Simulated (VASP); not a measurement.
# PbSe in VASP: a series of runs, part 2 of 2

VASP 6.6.1.

**3. Single point, r2SCAN**

File POSCAR:

```
PbSe
1.0
    4.4148899595      0.0000000000      0.0000000000
   -0.0103110241      4.4148779187      0.0000000000
   -2.2022894676     -2.2074389594     12.0007990000
Pb Se
2 2
Direct
    0.8068400000      0.8073040000      0.6184430000
    0.1854540000      0.1998100000      0.3823760000
    0.2873320000      0.3231460000      0.6231940000
    0.6842660000      0.6998950000      0.3779650000
```

File INCAR.step1:

```
SYSTEM = PbSe
  ALGO = Normal
  EDIFF = 1E-4
  ENCUT = 520
  GGA = PE
  ISMEAR = -1
  LASPH = .TRUE.
  LCHARG = .FALSE.
  LREAL = .FALSE.
  LWAVE = .TRUE.
  NBANDS = 28
  NELM = 80
  PREC = Accurate
  SIGMA = 0.05
```

File INCAR.step2:

```
SYSTEM = PbSe
  ALGO = Normal
  EDIFF = 1E-6
  ENCUT = 520
  ISIF = 2
  ISMEAR = -1
  ISTART = 1
  LASPH = .TRUE.
  LCHARG = .FALSE.
  LMIXTAU = .TRUE.
  LREAL = .FALSE.
  LWAVE = .FALSE.
  METAGGA = R2SCAN
  NBANDS = 28
  NELM = 80
  PREC = Accurate
  SIGMA = 0.05
```

File KPOINTS:

```
k-points
0
G
  6 6 3
  0 0 0
```

Potentials or basis: VASP PAW PBE potentials, release 64 (Pb_d, Se).

Launch:

```console
> cat potpaw_PBE.64/Pb_d/POTCAR potpaw_PBE.64/Se/POTCAR > POTCAR
> cp INCAR.step1 INCAR
> mpirun -np 1 vasp_std > vasp.out
> cp INCAR.step2 INCAR
> mpirun -np 1 vasp_std > vasp.out
```

OUTCAR:

```text
SYSTEM = PbSe
   EDIFF = 1E-6
   ENCUT = 520
   ISIF = 2
   ISMEAR = -1
   ISTART = 1
   LASPH = .TRUE.
   LREAL = .FALSE.
   METAGGA = R2SCAN
   NELM = 80
   PREC = Accurate

 ion  position               nearest neighbor table
   1  0.807  0.807  0.618-   4 2.89   3 3.02   3 3.09   3 3.15   3 3.24
   2  0.185  0.200  0.382-   3 2.89   4 3.11   4 3.12   4 3.13   4 3.13
   3  0.287  0.323  0.623-   2 2.89   1 3.02   1 3.09   1 3.15   1 3.24
   4  0.684  0.700  0.378-   1 2.89   2 3.11   2 3.12   2 3.13   2 3.13

  LATTYP: Found a face centered orthorhombic cell.
 ALAT       =     6.2363020000
 B/A-ratio  =     1.0023382447
 C/A-ratio  =     3.8486907786

  Lattice vectors:

 A1 = (  -2.2126004917,   2.2074389593,  12.0007990000)
 A2 = (   2.2022894678,   2.2074389593,  12.0007990000)
 A3 = (  -0.0103110241,   4.4148779187,   0.0000000000)

Analysis of symmetry for initial positions (statically):
=====================================================================
 Subroutine PRICEL returns:
 Original cell was already a primitive cell.

 Routine SETGRP: Setting up the symmetry group for a
 face centered orthorhombic supercell.

 Subroutine GETGRP returns: Found  1 space group operations
 (whereof  1 operations were pure point group operations)
 out of a pool of  8 trial point group operations.

The static configuration has the point symmetry C_1 .

Analysis of symmetry for dynamics (positions and initial velocities):
=====================================================================
 Subroutine PRICEL returns:
 Original cell was already a primitive cell.

 Routine SETGRP: Setting up the symmetry group for a
 face centered orthorhombic supercell.

 Subroutine GETGRP returns: Found  1 space group operations
 (whereof  1 operations were pure point group operations)
 out of a pool of  8 trial point group operations.

The dynamic configuration has the point symmetry C_1 .

 Subroutine INISYM returns: Found  1 space group operations
 (whereof  1 operations are pure point group operations),
 and found     1 'primitive' translations

----------------------------------------------------------------------------------------

                                     Primitive cell

  volume of cell :     233.9100

  direct lattice vectors                    reciprocal lattice vectors
     4.414889959  0.000000000  0.000000000     0.226506212  0.000529009  0.041663893
    -0.010311024  4.414877919  0.000000000     0.000000000  0.226506830  0.041663893
    -2.202289468 -2.207438959 12.000799000     0.000000000  0.000000000  0.083327785

  length of vectors
     4.414889959  4.414889959 12.399275878     0.230306804  0.230306804  0.083327785

  position of ions in fractional coordinates (direct lattice)
     0.806840000  0.807304000  0.618443000
     0.185454000  0.199810000  0.382376000
     0.287332000  0.323146000  0.623194000
     0.684266000  0.699895000  0.377965000

  ion indices of the primitive-cell ions
   primitive index   ion index
                 1           1
                 2           2
                 3           3
                 4           4

----------------------------------------------------------------------------------------

 KPOINTS: k-points

Automatic generation of k-mesh.
 Grid dimensions read from file:
[... 44 lines left out ...]
  0.000000  0.000000  0.000000      1.000000
  0.166667 -0.000000 -0.000000      2.000000
  0.333333 -0.000000  0.000000      2.000000
  0.500000 -0.000000  0.000000      1.000000
  0.000000  0.166667  0.000000      2.000000
  0.166667  0.166667  0.000000      2.000000
[... 16 lines left out ...]
  0.333333 -0.000000  0.333333      2.000000
  0.500000 -0.000000  0.333333      2.000000
 [... further k-points ...]
   k-points           NKPTS =     56   k-points in BZ     NKDIM =     56   number of bands    NBANDS=     28
   number of dos      NEDOS =    301   number of ions     NIONS =      4
   total plane-waves  NPLWV = 124416
   dimension x,y,z NGX =    36 NGY =   36 NGZ =   96
   dimension x,y,z NGXF=    72 NGYF=   72 NGZF=  192
   ions per type =               2   2
   NGX,Y,Z   is equivalent  to a cutoff of  13.56, 13.56, 12.87 a.u.
   NGXF,Y,Z  is equivalent  to a cutoff of  27.11, 27.11, 25.74 a.u.
 SYSTEM =  PbSe
   PREC   = accura    normal or accurate (medium, high low for compatibility)
   ISTART =      1    job   : 0-new  1-cont  2-samecut
   ICHARG =      0    charge: 1-file 2-atom 10-const
   ISPIN  =      1    spin polarized calculation?
   LNONCOLLINEAR =      F non collinear calculations
   LSORBIT =      F    spin-orbit coupling
   LASPH  =      T    aspherical Exc in radial PAW
   ENCUT  =  520.0 eV  38.22 Ry    6.18 a.u.   8.21  8.21 23.05*2*pi/ulx,y,z
   NELM   =     80;   NELMIN=  2; NELMDL=  0     # of ELM steps
   EDIFF  = 0.1E-05   stopping-criterion for ELM
   LREAL  =      F    real-space projection
   EDIFFG = 0.1E-04   stopping-criterion for IOM
   NSW    =      0    number of steps for IOM
   IBRION =     -1    ionic relax: 0-MD 1-quasi-New 2-CG
   NFREE  =      0    steps in history (QN), initial steepest desc. (CG)
   ISIF   =      2    stress and relaxation
   ISYM   =      2    0-nonsym 1-usesym 2-fastsym
   POTIM  = 0.5000    time-step for ionic-motion
   TEBEG  =    0.0;   TEEND  =   0.0 temperature during run
   PSTRESS=    0.0 pullay stress
   NELECT =      40.0000    total number of electrons
   NUPDOWN=      -1.0000    fix difference up-down
   EMIN   =  10.00;   EMAX   =-10.00  energy-range for DOS
   EFERMI =   0.00;   METHOD = LEGACY
   ISMEAR =    -1;   SIGMA  =   0.05  broadening in eV -4-tet -1-fermi 0-gaus
   EFERMI_NEDOS =   21; number of points for ismear=-14 and -15
   IALGO  =     38    algorithm
   IMIX   =      4    mixing-type and parameters
     AMIX     =   0.40;   BMIX     =  1.00
     AMIX_MAG =   1.60;   BMIX_MAG =  1.00
  volume/ion in A,a.u.               =      58.48       394.63
  Fermi-wavevector in a.u.,A,eV,Ry     =   0.908682  1.717160 11.234370  0.825703
  Thomas-Fermi vector in A             =   2.032637
   LORBIT       =      0    0 simple, 1 ext, 2 COOP (PROOUT), +10 PAW based schemes
   METAGGA = R2SCAN    functional components
   LHFCALC =     F    Hartree Fock is set to
   AEXX    =    0.0000 exact exchange contribution
   IVDW    =     0    specifies the selected vdW correction
   LEPSILON=     F    determine dielectric tensor
   LRPA    =     F    only Hartree local field effects (RPA)
 non-spin polarized calculation
  energy-cutoff  :      520.00
  volume of cell :      233.91
 maximum number of plane-waves:      6320
 NGX is ok and might be reduce to    36
   NGX = 17   NGY = 17   NGZ = 45

 number of electron      40.0000000 magnetization

 Free energy of the ion-electron system (eV)
  ---------------------------------------------------
  ext. energy  EPLUGINS =         0.00000000
  ---------------------------------------------------
  free energy    TOTEN  =      -143.43751257 eV

  energy without entropy =     -143.43751256  energy(sigma->0) =     -143.43751257

 E-fermi :   0.5604     XC(G=0):  -5.7109

 val. band max:       -0.3810332068   @ k =   0.0000   0.5000   0.0000
 cond. band min:       1.4876721741   @ k =   0.0000   0.5000   0.0000
 fundamental gap:      1.8687053809
 Fermi energy:         0.5603679683

 k-point     1 :       0.0000    0.0000    0.0000
  band No.  band energies     occupation
      1     -17.3960      2.00000
      2     -17.3182      2.00000
      3     -17.3016      2.00000
      4     -17.2990      2.00000
      5     -17.2957      2.00000
      6     -17.2941      2.00000
[... 733 lines left out ...]
     27       5.9253      0.00000
     28       6.4464      0.00000

 [... further k-points ...]

------------------------ aborting loop because EDIFF is reached ----------------------------------------

  FORCE on cell =-STRESS in cart. coord.  units (eV):
  Direction    XX          YY          ZZ          XY          YZ          ZX
  --------------------------------------------------------------------------------------
  -------------------------------------------------------------------------------------
  Total       -0.9676324     -0.9798923     -2.0307537      0.0230791      0.0475387      0.2126352
  in kB       -6.6278434     -6.7118179    -13.9097423      0.1580817      0.3256189      1.4564549
  external PRESSURE =      -9.0831345 kB  Pullay stress =       0.0000000 kB

 VOLUME and BASIS-vectors are now :
 -----------------------------------------------------------------------------
  energy-cutoff  :      520.00
  volume of cell :      233.91
      direct lattice vectors                 reciprocal lattice vectors
     4.414889959  0.000000000  0.000000000     0.226506212  0.000529009  0.041663893
    -0.010311024  4.414877919  0.000000000     0.000000000  0.226506830  0.041663893
    -2.202289468 -2.207438959 12.000799000     0.000000000  0.000000000  0.083327785

 POSITION                                       TOTAL-FORCE (eV/Angst)
 -----------------------------------------------------------------------------------
      2.19180      2.19897      7.42181         0.002583      0.014747     -0.313528
     -0.02540      0.03807      4.58882        -0.004256     -0.014839      0.337690
     -0.10725      0.05099      7.47883         0.069797      0.001885     -0.377312
      2.18135      2.25562      4.53588        -0.068124     -0.001792      0.353149
 -----------------------------------------------------------------------------------
    total drift:                               -0.000407     -0.000412     -0.000477

  FREE ENERGIE OF THE ION-ELECTRON SYSTEM (eV)
  ---------------------------------------------------
  free  energy   TOTEN  =      -143.4375125665 eV

  energy  without entropy=     -143.4375125639  energy(sigma->0) =     -143.43751257
```

It took 33 min on 1 thread of Intel Xeon Platinum 8259CL at 2.50GHz (Skylake/Cascade Lake), shared host; peak memory 0.56 GiB.

Results:

| Property | Result |
| --- | --- |
| Free energy | -143.4375 eV |
| Largest force | 0.384 eV/Å |
| Band gap on the k mesh | 1.87 eV |

Forces on the atoms (eV/Å):
```
Pb   0.003  0.015 -0.314
Pb  -0.004 -0.015  0.338
Se   0.070  0.002 -0.377
Se  -0.068 -0.002  0.353
```

Levels at points of the mesh, in eV from the valence-band top:
| k point | band 17 | band 18 | band 19 | band 20 | band 21 | band 22 | band 23 | band 24 |
| --- | --- | --- | --- | --- | --- | --- | --- | --- |
| (0.00, 0.00, 0.00) | -2.32 | -1.40 | -1.38 | -0.49 | 2.38 | 4.39 | 4.96 | 5.17 |
| (0.50, 0.00, 0.00) | -0.97 | -0.85 | -0.03 | -0.02 | 1.88 | 1.91 | 2.72 | 2.89 |
| (0.00, 0.50, 0.00) | -0.94 | -0.88 | -0.03 | 0.00 | 1.87 | 1.92 | 2.79 | 2.85 |
| (0.50, 0.50, 0.00) | -2.76 | -2.75 | -1.39 | -1.38 | 3.83 | 3.86 | 5.58 | 5.61 |

Caveat: the PAW data sets were made with another functional, which shifts forces and pressure a little; spin-orbit coupling is left out, which moves the levels of the heavy elements.

**4. Single point, PBE**

This run uses another cell than the first one.

File INCAR:

```
ALGO = Normal
EDIFF = 1E-7
ENCUT = 520
GGA = PE
ISIF = 2
ISMEAR = -1
LASPH = True
LCHARG = False
LREAL = False
LWAVE = False
NBANDS = 28
NELM = 100
PREC = Accurate
SIGMA = 0.05
```

File KPOINTS:

```
k-points
0
Gamma
  6 6 3
```

File POSCAR:

```
PbSe
1.0
    4.5014784123      0.0000000000      0.0000000000
   -0.0105132524      4.5014661353      0.0000000000
   -2.2454825799     -2.2507330677     12.2361685397
Pb Se
2 2
Direct
    0.8068400000      0.8073040000      0.6184430000
    0.1854540000      0.1998100000      0.3823760000
    0.2873320000      0.3231460000      0.6231940000
    0.6842660000      0.6998950000      0.3779650000
```

Launch:

```console
> cat potpaw_PBE.64/Pb_d/POTCAR potpaw_PBE.64/Se/POTCAR > POTCAR
> mpirun -np 1 vasp_std > vasp.out
```

Run time: 9.4 min. Hardware: 1 thread of Intel Xeon 8259CL, shared host; peak memory 0.57 GiB.

It converged, with:

```
Free energy            : -16.0029 eV
Largest force          : 0.494 eV/Å
Band gap on the k mesh : 1.56 eV
```

Forces in eV/Å, atoms in the order of the input:
```
Pb   0.033 -0.005 -0.473
Pb  -0.008 -0.014  0.494
Se   0.035  0.020 -0.401
Se  -0.060 -0.001  0.381
```

Levels at points of the mesh, in eV from the valence-band top:
```csv
k point,band 17,band 18,band 19,band 20,band 21,band 22,band 23,band 24
"(0.00, 0.00, 0.00)",-1.95,-1.11,-1.09,-0.31,2.14,3.96,4.62,4.65
"(0.50, 0.00, 0.00)",-0.72,-0.60,-0.03,-0.02,1.57,1.60,2.47,2.62
"(0.00, 0.50, 0.00)",-0.69,-0.64,-0.04,0.00,1.56,1.61,2.53,2.58
"(0.50, 0.50, 0.00)",-2.37,-2.36,-1.12,-1.11,3.46,3.49,5.22,5.24
```

Caveat: spin-orbit coupling is left out, which moves the levels of the heavy elements.

**5. Single point, r2SCAN**

This run uses another cell than the first one.

File POSCAR:

```
PbSe
1.0
    4.4729872793      0.0000000000      0.0000000000
   -0.0104467110      4.4729750800      0.0000000000
   -2.2312702840     -2.2364875401     12.1587223602
Pb Se
2 2
Direct
    0.8068400000      0.8073040000      0.6184430000
    0.1854540000      0.1998100000      0.3823760000
    0.2873320000      0.3231460000      0.6231940000
    0.6842660000      0.6998950000      0.3779650000
```

File INCAR.step1:

```
ALGO = Normal
EDIFF = 1E-4
ENCUT = 520
GGA = PE
ISMEAR = -1
LASPH = T
LCHARG = F
LREAL = F
LWAVE = T
NBANDS = 28
NELM = 80
PREC = Accurate
SIGMA = 0.05
```

File INCAR.step2:

```
ALGO = Normal
EDIFF = 1E-7
ENCUT = 520
ISIF = 2
ISMEAR = -1
ISTART = 1
LASPH = T
LCHARG = T
LELF = T
LMIXTAU = T
LREAL = F
LVHAR = T
LWAVE = F
METAGGA = R2SCAN
NBANDS = 28
NELM = 80
PREC = Accurate
SIGMA = 0.05
```

KPOINTS is that of step 4.

Launch:

```console
> cat potpaw_PBE.64/Pb_d/POTCAR potpaw_PBE.64/Se/POTCAR > POTCAR
> cp INCAR.step1 INCAR
> mpirun -np 1 vasp_std > vasp.out
> cp INCAR.step2 INCAR
> mpirun -np 1 vasp_std > vasp.out
```

Wall time 25 min (1 thread of Intel Xeon Platinum 8488C (Sapphire Rapids), shared host); peak memory 0.56 GiB.

It converged, with:

```yaml
Free_energy: -143.3627 eV
Largest_force: 0.519 eV/Å
Band_gap_on_the_k_mesh: 1.87 eV
```

Forces in eV/Å, atoms in the order of the input:
```
Pb   0.043 -0.008 -0.493
Pb  -0.012 -0.016  0.515
Se   0.030  0.026 -0.517
Se  -0.061 -0.002  0.495
```

Levels at points of the mesh, in eV from the valence-band top:
```csv
k point,band 16,band 17,band 18,band 19,band 20,band 21,band 22,band 23,band 24,band 25
"(0.00, 0.00, 0.00)",-2.14,-2.13,-1.25,-1.24,-0.41,2.42,4.45,4.99,5.08,5.22
"(0.50, 0.00, 0.00)",-1.50,-0.85,-0.73,-0.02,-0.02,1.88,1.92,2.74,2.90,3.17
"(0.00, 0.50, 0.00)",-1.56,-0.82,-0.77,-0.03,0.00,1.87,1.92,2.80,2.86,3.21
"(0.50, 0.50, 0.00)",-3.65,-2.55,-2.54,-1.27,-1.26,3.78,3.81,5.62,5.65,5.79
```

Caveat: the PAW data sets were made with another functional, which shifts forces and pressure a little; spin-orbit coupling is left out, which moves the levels of the heavy elements.

**6. Summary**

| level | potentials or basis | cell | gap on the mesh (eV) | largest force (eV/Å) |
| --- | --- | --- | --- | --- |
| LDA | VASP PAW LDA potentials, release 64 (Pb_d, Se) | a = 4.415, b = 4.415, c = 12.399 Å, angles 100.2, 100.2, 90.1°, 4 atoms | 1.46 | 0.56 |
| r2SCAN | VASP PAW PBE potentials, release 64 (Pb_d, Se) | a = 4.415, b = 4.415, c = 12.399 Å, angles 100.2, 100.2, 90.1°, 4 atoms | 1.87 | 0.38 |
| PBE | VASP PAW PBE potentials, release 64 (Pb_d, Se) | a = 4.501, b = 4.501, c = 12.642 Å, angles 100.2, 100.2, 90.1°, 4 atoms | 1.56 | 0.49 |
| r2SCAN | VASP PAW PBE potentials, release 64 (Pb_d, Se) | a = 4.473, b = 4.473, c = 12.562 Å, angles 100.2, 100.2, 90.1°, 4 atoms | 1.87 | 0.52 |

Alike in all rows: task single point; no spin polarisation; k mesh 6 × 6 × 3; cutoff (eV) 520; smearing fermi-dirac 0.05 eV.

Caveats: spin-orbit coupling is left out, which moves the levels of the heavy elements; the PAW data sets were made with another functional, which shifts forces and pressure a little (at least some runs).

Total energies depend on the potentials used, so only differences within one code and one set of settings carry meaning.
